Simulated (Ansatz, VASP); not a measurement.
## Pb: VASP beside Ansatz

```
Pb
1.0
     0.00000    2.49475    2.49475
     2.49475    0.00000    2.49475
     2.49475    2.49475    0.00000
Pb
1
Direct
  0.00000 0.00000 0.00000
```

Alike in both runs: task relaxation of cell and atoms; functional PBE; dispersion D3(BJ); k mesh 14 × 14 × 14; occupations gaussian, width 0.1 eV; no spin polarisation.

|  | VASP | Ansatz |
| --- | --- | --- |
| version | VASP 6.6.1 | Ansatz 0.2.0 |
| potentials or method | VASP PAW PBE potentials, release 64 (Pb_d), cutoff 600 eV | scalar-relativistic, plane waves, PAW |
| valence electrons in the cell | 14 | 14 |

VASP gave:

| Property | Result |
| --- | --- |
| gap on the k mesh at the Fermi level, each at its own relaxed structure (eV) | none |
| relaxed volume (Å³/atom) | 30.48 |
| relaxed cell length with the largest relative difference (Å) | 3.506 |

Which values does Ansatz return?

gap on the k mesh at the Fermi level, each at its own relaxed structure (eV): none; relaxed volume (Å³/atom): 30.49; relaxed cell length with the largest relative difference (Å): 3.507.

A gap of «none» marks a metal or a gap that the smearing closes. Ansatz's warnings: relaxed geometry near dispersion switch.

Spin-orbit coupling is off throughout.
